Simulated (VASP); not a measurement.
A run of VASP 6.6.1 is set up as follows.

Contents of INCAR:

```
SYSTEM = Mg3Sb2
ALGO     = Normal         ! electronic algorithm
EDIFF    = 1E-6           ! SCF threshold, eV
ENCUT    = 600            ! plane-wave cutoff, eV
GGA      = PE             ! functional
GGA_COMPAT= .False.      
ISIF     = 2              ! what is computed and relaxed
ISMEAR   = 0              ! smearing method
LASPH    = .True.         ! aspherical terms in the spheres
LCHARG   = .False.        ! write CHGCAR
LREAL    = .False.        ! projectors in reciprocal space
LWAVE    = .False.        ! write WAVECAR
NBANDS   = 16             ! bands
NELM     = 120            ! most SCF steps
PREC     = Accurate       ! precision mode
SIGMA    = 0.01           ! smearing width, eV
```

File KPOINTS:

```
k-points
0
Gamma
  12 12 6
  0 0 0
```

Contents of POSCAR:

```
Mg3Sb2
1.0
    4.4101123753      0.0000000000      0.0000000000
   -2.2050561877      3.8192693506      0.0000000000
    0.0000000000      0.0000000000      7.4343195258
Mg Sb
3 2
Direct
    0.3333333333      0.6666666667      0.6259568603
    0.6666666667      0.3333333333      0.3740431397
    0.0000000000      0.0000000000      0.0000000000
    0.3333333333      0.6666666667      0.2240702349
    0.6666666667      0.3333333333      0.7759297651
```

Potentials or basis: VASP PAW PBE potentials, release 64 (Mg, Sb).

Run with:

```sh
$ cat potpaw_PBE.64/Mg/POTCAR potpaw_PBE.64/Sb/POTCAR > POTCAR
$ mpirun -np 1 vasp_std > vasp.out
```

Problem. Estimate the pressure.

Solution. 3.2 GPa.

Problem. Predict the band gap on the k mesh.

Solution. 0.25 eV (least direct gap 1.41 eV).

Problem. What does it give for the largest force?

Solution. 0.021 eV/Å.

Forces in eV/Å, atoms in the order of the input:
```
Mg   0.000  0.000 -0.011
Mg   0.000  0.000  0.011
Mg   0.000  0.000  0.000
Sb   0.000  0.000 -0.021
Sb   0.000  0.000  0.021
```

Caveat: the cell differs from its parent crystal (biaxial strain in the a-b plane: -4.0 %, then relaxed in part); the cell stands under pressure; semilocal functionals underestimate gaps, and a narrow one can read as zero; spin-orbit coupling is left out, which moves the levels of the heavy elements. A k mesh can miss the band edges.
